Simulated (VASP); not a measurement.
# Co (P6/mmm) in VASP: a series of runs

Co is run at these levels: PBE; tasks: relaxation of shape and atoms at fixed volume.

Everything below comes from runs of VASP 6.6.1. Logs are shortened: lines on timing, memory, paths and dates and some standing lists are left out, and cuts for length are marked.

**1. The cell of the first run**

It takes space group P6/mmm (No. 191, hexagonal). Conventional cell: a = 2.153 Å, b = 2.153 Å, c = 2.036 Å, α = 90.00°, β = 90.00°, γ = 120.00°. Within 2.7 Å of Co (site symmetry 6/mmm) lie 8 Co at 2.04 to 2.15 Å.

This isn't the form of Co at room conditions, which is hcp.

**2. Relaxation of shape and atoms at fixed volume, PBE, collinear spin, ferromagnetic start**

File INCAR:

```
PREC = Accurate
ENCUT = 600
EDIFF = 1E-6
ISMEAR = -1
SIGMA = 0.1
LREAL = False
LASPH = True
NELM = 150
ALGO = Normal
ISIF = 4
LWAVE = False
LCHARG = False
ISPIN = 2
MAGMOM = 1.7
LORBIT = 11
LMAXMIX = 4
GGA = PE
IBRION = 2
NSW = 50
EDIFFG = -0.005
```

File KPOINTS:

```
Automatic mesh
0
Gamma
  18 18 17
```

File POSCAR:

```
Co
1.0
    2.1530998888      0.0000000000      0.0000000000
   -1.0765499444      1.8646392006      0.0000000000
    0.0000000000      0.0000000000      2.0360814387
Co
1
Direct
    0.0000000000      0.0000000000      0.0000000000
```

Potentials or basis: VASP PAW PBE potentials, release 64 (Co).

Run with:

```
cat potpaw_PBE.64/Co/POTCAR > POTCAR
mpirun -np 1 vasp_std > vasp.out
```

OUTCAR:

```text
PREC = Accurate
   ENCUT = 600
   EDIFF = 1E-6
   ISMEAR = -1
   LREAL = False
   LASPH = True
   NELM = 150
   ISIF = 4
   ISPIN = 2
   LORBIT = 11
   GGA = PE
   IBRION = 2
   NSW = 50
   EDIFFG = -0.005

 ion  position               nearest neighbor table
   1  0.000  0.000  0.000-

  LATTYP: Found a hexagonal cell.
 ALAT       =     2.1530998888
 C/A-ratio  =     0.9456511745

  Lattice vectors:

 A1 = (   2.1530998888,   0.0000000000,   0.0000000000)
 A2 = (  -1.0765499444,   1.8646392006,   0.0000000000)
 A3 = (   0.0000000000,   0.0000000000,   2.0360814387)

Analysis of symmetry for initial positions (statically):
=====================================================================
 Subroutine PRICEL returns:
 Original cell was already a primitive cell.

 Routine SETGRP: Setting up the symmetry group for a
 hexagonal supercell.

 Subroutine GETGRP returns: Found 24 space group operations
 (whereof 24 operations were pure point group operations)
 out of a pool of 24 trial point group operations.

The static configuration has the point symmetry D_6h.

Analysis of symmetry for dynamics (positions and initial velocities):
=====================================================================
 Subroutine PRICEL returns:
 Original cell was already a primitive cell.

 Routine SETGRP: Setting up the symmetry group for a
 hexagonal supercell.

 Subroutine GETGRP returns: Found 24 space group operations
 (whereof 24 operations were pure point group operations)
 out of a pool of 24 trial point group operations.

The dynamic configuration has the point symmetry D_6h.

Analysis of structural, dynamic, and magnetic symmetry:
=====================================================================
 Subroutine PRICEL returns:
 Original cell was already a primitive cell.

 Routine SETGRP: Setting up the symmetry group for a
 hexagonal supercell.

 Subroutine GETGRP returns: Found 24 space group operations
 (whereof 24 operations were pure point group operations)
 out of a pool of 24 trial point group operations.

The overall configuration has the point symmetry D_6h.

 Subroutine INISYM returns: Found 24 space group operations
 (whereof 24 operations are pure point group operations),
 and found     1 'primitive' translations

----------------------------------------------------------------------------------------

                                     Primitive cell

  volume of cell :       8.1744

  direct lattice vectors                    reciprocal lattice vectors
     2.153099889  0.000000000  0.000000000     0.464446636  0.268148390  0.000000000
    -1.076549944  1.864639201  0.000000000     0.000000000  0.536296780  0.000000000
     0.000000000  0.000000000  2.036081439     0.000000000  0.000000000  0.491139490

  length of vectors
     2.153099889  2.153099889  2.036081439     0.536296780  0.536296780  0.491139490

  position of ions in fractional coordinates (direct lattice)
     0.000000000  0.000000000  0.000000000

  ion indices of the primitive-cell ions
   primitive index   ion index
                 1           1

----------------------------------------------------------------------------------------

 KPOINTS: Automatic mesh

Automatic generation of k-mesh.
 Grid dimensions read from file:
 generate k-points for:   18   18   17

 Generating k-lattice:

  Cartesian coordinates                     Fractional coordinates (reciprocal lattice)
     0.025802591  0.014897133  0.000000000     0.055555556  0.000000000  0.000000000
     0.000000000  0.029794266  0.000000000     0.000000000  0.055555556  0.000000000
     0.000000000  0.000000000  0.028890558     0.000000000  0.000000000  0.058823529

  Length of vectors
     0.029794266  0.029794266  0.028890558

  Shift w.r.t. Gamma in fractional coordinates (k-lattice)
     0.000000000  0.000000000  0.000000000

 Subroutine IBZKPT returns following result:
 ===========================================

 Found    333 irreducible k-points:

 Following reciprocal coordinates:
            Coordinates               Weight
[... 39 lines left out ...]
     AMIX_MAG =   1.60;   BMIX_MAG =  1.00
  volume/ion in A,a.u.               =       8.17        55.16
  Fermi-wavevector in a.u.,A,eV,Ry     =   1.690458  3.194502 38.880648  2.857647
  Thomas-Fermi vector in A             =   2.772401
   LORBIT       =     11    0 simple, 1 ext, 2 COOP (PROOUT), +10 PAW based schemes
   GGA     = PE    functional components
   LHFCALC =     F    Hartree Fock is set to
   AEXX    =    0.0000 exact exchange contribution
   IVDW    =     0    specifies the selected vdW correction
   LEPSILON=     F    determine dielectric tensor
   LRPA    =     F    only Hartree local field effects (RPA)
 conjugate gradient relaxation of ions
 spin polarized calculation
  energy-cutoff  :      600.00
  volume of cell :        8.17
 maximum number of plane-waves:       284
 NGX is ok and might be reduce to    18
   NGX =  9   NGY =  9   NGZ =  9

--------------------------------------- Ionic step        1  -------------------------------------------

 number of electron       9.0000005 magnetization       0.0444133

 number of electron       9.0000005 magnetization      -0.0066600

 Free energy of the ion-electron system (eV)
  ---------------------------------------------------
  ext. energy  EPLUGINS =         0.00000000
  ---------------------------------------------------
  free energy    TOTEN  =        -5.41926971 eV

  energy without entropy =       -5.36609704  energy(sigma->0) =       -5.39268338

------------------------ aborting loop because EDIFF is reached ----------------------------------------

  FORCE on cell =-STRESS in cart. coord.  units (eV):
  Direction    XX          YY          ZZ          XY          YZ          ZX
  --------------------------------------------------------------------------------------
  -------------------------------------------------------------------------------------
  Total        6.9399298      6.9399298      6.7097892     -0.0000000      0.0000000      0.0000000
  in kB     1360.2274199   1360.2274199   1315.1198266     -0.0000000      0.0000000      0.0000000
  external PRESSURE =    1345.1915555 kB  Pullay stress =       0.0000000 kB
[... 55 lines left out ...]
  energy  without entropy=       -5.3654907769  energy(sigma->0) =       -5.39203593

--------------------------------------- Ionic step        3  -------------------------------------------

 number of electron       9.0000004 magnetization      -0.0022207

 Free energy of the ion-electron system (eV)
  ---------------------------------------------------
  ext. energy  EPLUGINS =         0.00000000
  ---------------------------------------------------
  free energy    TOTEN  =        -5.41959429 eV

  energy without entropy =       -5.36645372  energy(sigma->0) =       -5.39302401

 E-fermi :  15.1443     XC(G=0): -15.1017

 val. band max:       15.1418418144   @ k =   0.3889   0.0556   0.1176
 cond. band min:      15.1443541972   @ k =   0.3889   0.0556   0.1176
 fundamental gap:      0.0025123828
 Fermi energy:        15.1442598035

 spin component 1

 k-point     1 :       0.0000    0.0000    0.0000
  band No.  band energies     occupation
      1       4.4325      1.00000
      2       9.4644      1.00000
      3      12.4868      1.00000
      4      12.4868      1.00000
      5      16.0485      0.00012
      6      16.0485      0.00012
      7      40.0302      0.00000
      8      40.4843      0.00000
      9      47.1011      0.00000
[... 265 lines left out ...]
 k-point    24 :       0.3889    0.1111    0.0000
  band No.  band energies     occupation
      1       8.9053      1.00000
      2      10.5576      1.00000
      3      13.0789      1.00000
      4      14.0871      0.99997
      5      15.4787      0.03406
      6      17.3870      0.00000
      7      25.0610      0.00000
      8      33.3542      0.00000
      9      46.4729      0.00000

 [... further k-points ...]

 spin component 2

 k-point     1 :       0.0000    0.0000    0.0000
  band No.  band energies     occupation
      1       4.4321      1.00000
      2       9.4632      1.00000
      3      12.4850      1.00000
      4      12.4850      1.00000
      5      16.0450      0.00012
      6      16.0450      0.00012
      7      40.0294      0.00000
      8      40.4843      0.00000
      9      47.1008      0.00000
[... 304 lines left out ...]
  FREE ENERGIE OF THE ION-ELECTRON SYSTEM (eV)
  ---------------------------------------------------
  free  energy   TOTEN  =        -5.4195942923 eV

  energy  without entropy=       -5.3664537209  energy(sigma->0) =       -5.39302401

 reached required accuracy - stopping structural energy minimisation

 total charge

# of ion       s       p       d       tot
------------------------------------------
    1        0.665   0.780   7.675   9.121

 magnetization (x)

# of ion       s       p       d       tot
------------------------------------------
    1       -0.000  -0.000  -0.002  -0.002
```

It took 2.6 min on 1 thread of Intel Xeon 8259CL, shared host; peak memory 0.17 GiB.

What came out:

```yaml
Free_energy: -5.4196 eV
Energy_gained_by_relaxing: 0.3 meV/atom
Ionic_steps: 3
Pressure_after_relaxing: 134.4 GPa
Net_moment: 0.00 μB per cell
```

Step by step:
```
step  energy change (eV)  largest force (eV/Å)  pressure (GPa)  volume (Å³)
   1              0.0000                0.0000          134.52         8.17
   2              0.0007                0.0000          134.27         8.17
   3             -0.0003                0.0000          134.45         8.17
```

Final structure:
```yaml
crystal:
  lattice:
    - [2.15597, 0.00000, 0.00000]
    - [-1.07799, 1.86713, 0.00000]
    - [0.00000, 0.00000, 2.03066]
  atoms:
    - { symbol: Co, position: [0.00000, 0.00000, 0.00000] }
```

Levels at points of the mesh, in eV from the Fermi level:
Spin up:
```csv
k point,band 2,band 3,band 4,band 5,band 6,band 7
"(0.00, 0.00, 0.00)",-5.68,-2.66,-2.66,0.90,0.90,24.89
"(0.50, 0.00, 0.00)",-4.56,-1.19,-0.63,0.49,1.12,9.23
```
Spin down:
| k point | band 2 | band 3 | band 4 | band 5 | band 6 | band 7 |
| --- | --- | --- | --- | --- | --- | --- |
| (0.00, 0.00, 0.00) | -5.68 | -2.66 | -2.66 | 0.90 | 0.90 | 24.89 |
| (0.50, 0.00, 0.00) | -4.57 | -1.19 | -0.63 | 0.48 | 1.12 | 9.22 |

**3. Relaxation of shape and atoms at fixed volume, PBE, collinear spin, ferromagnetic start**

This run uses another cell than the first one, of 9.14 Å³/atom.

File INCAR:

```
SYSTEM = Co
PREC     = Accurate       ! precision mode
ENCUT    = 600            ! plane-wave cutoff, eV
EDIFF    = 1E-6           ! SCF threshold, eV
ISMEAR   = -1             ! smearing method
SIGMA    = 0.1            ! smearing width, eV
LREAL    = .False.        ! projectors in reciprocal space
LASPH    = .True.         ! aspherical terms in the spheres
NELM     = 150            ! most SCF steps
ALGO     = Normal         ! electronic algorithm
ISIF     = 4              ! what is computed and relaxed
LWAVE    = .False.        ! write WAVECAR
LCHARG   = .False.        ! write CHGCAR
ISPIN    = 2              ! spin polarisation
MAGMOM   = 1.7            ! initial moments
LORBIT   = 11             ! projections on sites
LMAXMIX  = 4              ! l up to which the mixer works
GGA      = PE             ! functional
IBRION   = 2              ! ionic algorithm
NSW      = 50             ! ionic steps
EDIFFG   = -0.005         ! ionic threshold
```

File KPOINTS:

```
Automatic mesh
0
Gamma
  18 18 17
  0 0 0
```

File POSCAR:

```
Co
1.0
    2.2344247764      0.0000000000      0.0000000000
   -1.1172123882      1.9350686192      0.0000000000
    0.0000000000      0.0000000000      2.1129864142
Co
1
Direct
    0.0000000000      0.0000000000      0.0000000000
```

Potentials or basis: VASP PAW PBE potentials, release 64 (Co).

Run with:

```
cat potpaw_PBE.64/Co/POTCAR > POTCAR
mpirun -np 1 vasp_std > vasp.out
```

Wall time 75 s (1 thread of Intel Xeon Platinum 8375C at 2.90GHz (Ice Lake), shared host); peak memory 0.18 GiB.

Results (log left out):

- Free energy: -6.0385 eV
- Energy gained by relaxing: 0.0 meV/atom
- Ionic steps: 4
- Pressure after relaxing: 75.3 GPa
- Net moment: 1.07 μB per cell
- Site moments: Co +1.06 μB
- Valence electrons inside the program's atomic spheres: Co 8.79

Final structure:
```yaml
crystal:
  lattice:
    - [2.23582, 0.00000, 0.00000]
    - [-1.11791, 1.93627, 0.00000]
    - [0.00000, 0.00000, 2.11035]
  atoms:
    - { symbol: Co, position: [0.00000, 0.00000, 0.00000] }
```

Levels at points of the mesh, in eV from the Fermi level:
Spin up:
| k point | band 1 | band 2 | band 3 | band 4 | band 5 | band 6 | band 7 | band 8 | band 9 |
| --- | --- | --- | --- | --- | --- | --- | --- | --- | --- |
| (0.00, 0.00, 0.00) | -10.11 | -5.30 | -2.79 | -2.79 | -0.11 | -0.11 | 22.94 | 24.48 | 29.37 |
| (0.50, 0.00, 0.00) | -6.18 | -4.40 | -1.82 | -0.67 | -0.46 | 0.36 | 7.73 | 19.46 | 26.81 |
Spin down:
```csv
k point,band 1,band 2,band 3,band 4,band 5,band 6,band 7,band 8,band 9
"(0.00, 0.00, 0.00)",-9.98,-4.67,-1.87,-1.87,1.47,1.47,23.27,24.42,29.53
"(0.50, 0.00, 0.00)",-5.58,-3.75,-0.57,-0.37,1.10,1.43,8.36,19.71,27.13
```

**4. Relaxation of shape and atoms at fixed volume, PBE, collinear spin, ferromagnetic start**

This run uses another cell than the first one, of 10.10 Å³/atom.

File INCAR:

```
SYSTEM = Co
  PREC = Accurate
  ENCUT = 600
  EDIFF = 1E-6
  ISMEAR = -1
  SIGMA = 0.1
  LREAL = .False.
  LASPH = .True.
  NELM = 150
  ALGO = Normal
  ISIF = 4
  LWAVE = .False.
  LCHARG = .False.
  ISPIN = 2
  MAGMOM = 1.7
  LORBIT = 11
  LMAXMIX = 4
  GGA = PE
  IBRION = 2
  NSW = 50
  EDIFFG = -0.005
```

File KPOINTS:

```
regular mesh
0
Gamma
  18 18 17
  0 0 0
```

File POSCAR:

```
Co
1.0
    2.3102251263      0.0000000000      0.0000000000
   -1.1551125632      2.0007136478      0.0000000000
    0.0000000000      0.0000000000      2.1846671041
Co
1
Direct
    0.0000000000      0.0000000000      0.0000000000
```

Run with:

```
cat potpaw_PBE.64/Co/POTCAR > POTCAR
mpirun -np 1 vasp_std > vasp.out
```

Run time: 1.8 min. Hardware: 1 thread of Intel Xeon Platinum 8375C at 2.90GHz (Ice Lake), shared host; peak memory 0.18 GiB.

The run converged. Its results:

- Free energy: -6.3671 eV
- Energy gained by relaxing: 0.8 meV/atom
- Ionic steps: 6
- Pressure after relaxing: 37.2 GPa
- Net moment: 1.37 μB per cell
- Site moments: Co +1.36 μB
- Valence electrons inside the program's atomic spheres: Co 8.54

The path:
| step | energy change (eV) | largest force (eV/Å) | pressure (GPa) | volume (Å³) |
| --- | --- | --- | --- | --- |
| 1 | 0.0000 | 0.0000 | 36.89 | 10.10 |
| 2 | -0.0007 | 0.0000 | 37.32 | 10.10 |
| 3 | -0.0008 | 0.0000 | 37.16 | 10.10 |
| 4 | -0.0008 | 0.0000 | 37.19 | 10.10 |
| 5 | -0.0008 | 0.0000 | 37.19 | 10.10 |
| 6 | -0.0008 | 0.0000 | 37.21 | 10.10 |

Final structure:
```
Co
1.0
     2.31733    0.00000    0.00000
    -1.15867    2.00687    0.00000
     0.00000    0.00000    2.17128
Co
1
Direct
  0.00000 0.00000 0.00000
```

Levels at points of the mesh, in eV from the Fermi level:
Spin up:
```csv
k point,band 3,band 4,band 5,band 6,band 7,band 8
"(0.00, 0.00, 0.00)",-2.71,-2.71,-0.51,-0.51,21.78,23.52
"(0.50, 0.00, 0.00)",-1.91,-0.79,-0.69,-0.05,6.59,18.01
```
Spin down:
```csv
k point,band 1,band 2,band 3,band 4,band 5,band 6,band 7,band 8
"(0.00, 0.00, 0.00)",-9.40,-4.09,-1.47,-1.47,1.41,1.41,22.14,23.41
"(0.50, 0.00, 0.00)",-4.88,-3.36,-0.60,-0.14,1.10,1.38,7.40,18.29
```

**5. Relaxation of shape and atoms at fixed volume, PBE, collinear spin, ferromagnetic start**

This run uses another cell than the first one, of 11.06 Å³/atom.

File INCAR:

```
PREC     = Accurate       # precision mode
ENCUT    = 600            # plane-wave cutoff, eV
EDIFF    = 1E-7           # SCF threshold, eV
ISMEAR   = -1             # smearing method
SIGMA    = 0.1            # smearing width, eV
LREAL    = False          # projectors in reciprocal space
LASPH    = True           # aspherical terms in the spheres
NELM     = 150            # most SCF steps
ALGO     = Normal         # electronic algorithm
ISIF     = 4              # what is computed and relaxed
LWAVE    = False          # write WAVECAR
LCHARG   = False          # write CHGCAR
ISPIN    = 2              # spin polarisation
MAGMOM   = 1.7            # initial moments
LORBIT   = 11             # projections on sites
LMAXMIX  = 4              # l up to which the mixer works
GGA      = PE             # functional
IBRION   = 2              # ionic algorithm
NSW      = 50             # ionic steps
EDIFFG   = -0.005         # ionic threshold
```

File KPOINTS:

```
Automatic mesh
0
Gamma
  18 18 17
```

File POSCAR:

```
Co
1.0
    2.3813532133      0.0000000000      0.0000000000
   -1.1906766067      2.0623123781      0.0000000000
    0.0000000000      0.0000000000      2.2519294631
Co
1
Direct
    0.0000000000      0.0000000000      0.0000000000
```

Run with:

```
cat potpaw_PBE.64/Co/POTCAR > POTCAR
mpirun -np 1 vasp_std > vasp.out
```

Run time: 92 s. Hardware: 1 thread of Intel Xeon Platinum 8375C at 2.90GHz (Ice Lake), shared host; peak memory 0.19 GiB.

It converged, with:

| Quantity | Value |
| --- | --- |
| Free energy | -6.5167 eV |
| Energy gained by relaxing | 0.6 meV/atom |
| Ionic steps | 3 |
| Pressure after relaxing | 14.3 GPa |
| Net moment | 1.62 μB per cell |
| Site moments | Co +1.62 μB |
| Valence electrons inside the program's atomic spheres | Co 8.35 |

Step by step:
```
step  energy change (eV)  largest force (eV/Å)  pressure (GPa)  volume (Å³)
   1              0.0000                0.0000           14.42        11.06
   2             -0.0005                0.0000           14.24        11.06
   3             -0.0006                0.0000           14.26        11.06
```

Final structure:
```xyz
1
Lattice="2.3878 0.0000 0.0000 -1.1939 2.0679 0.0000 0.0000 0.0000 2.2398" Properties=species:S:1:pos:R:3 pbc="T T T"
Co    0.0000    0.0000    2.2398
```

Levels at points of the mesh, in eV from the Fermi level:
Spin up:
```csv
k point,band 2,band 3,band 4,band 5,band 6,band 7,band 8,band 9
"(0.00, 0.00, 0.00)",-4.64,-2.69,-2.69,-0.84,-0.84,20.44,22.76,25.75
"(0.50, 0.00, 0.00)",-4.05,-2.04,-1.09,-0.63,-0.38,5.71,16.91,23.06
```
Spin down:
```csv
k point,band 1,band 2,band 3,band 4,band 5,band 6,band 7,band 8
"(0.00, 0.00, 0.00)",-8.90,-3.57,-1.21,-1.21,1.35,1.35,20.83,22.59
"(0.50, 0.00, 0.00)",-4.35,-2.95,-0.56,-0.01,1.07,1.31,6.67,17.21
```

**6. Summary**

```csv
cell,gap on the mesh (eV),pressure (GPa),moment (μB)
"relaxed from a = 2.234, b = 2.234, c = 2.113 Å, angles 90.0, 90.0, 120.0°, 1 atom",none,75.3,1.07
"relaxed from a = 2.310, b = 2.310, c = 2.185 Å, angles 90.0, 90.0, 120.0°, 1 atom",none,37.2,1.37
"relaxed from a = 2.381, b = 2.381, c = 2.252 Å, angles 90.0, 90.0, 120.0°, 1 atom",none,14.3,1.62
```

Alike in all rows: task relaxation of shape and atoms at fixed volume; level PBE; potentials or basis VASP PAW PBE potentials, release 64 (Co); spin collinear, ferromagnetic start; k mesh 18 × 18 × 17; cutoff (eV) 600; smearing fermi-dirac 0.1 eV.

Absolute energies hang on the potentials; compare differences alone.
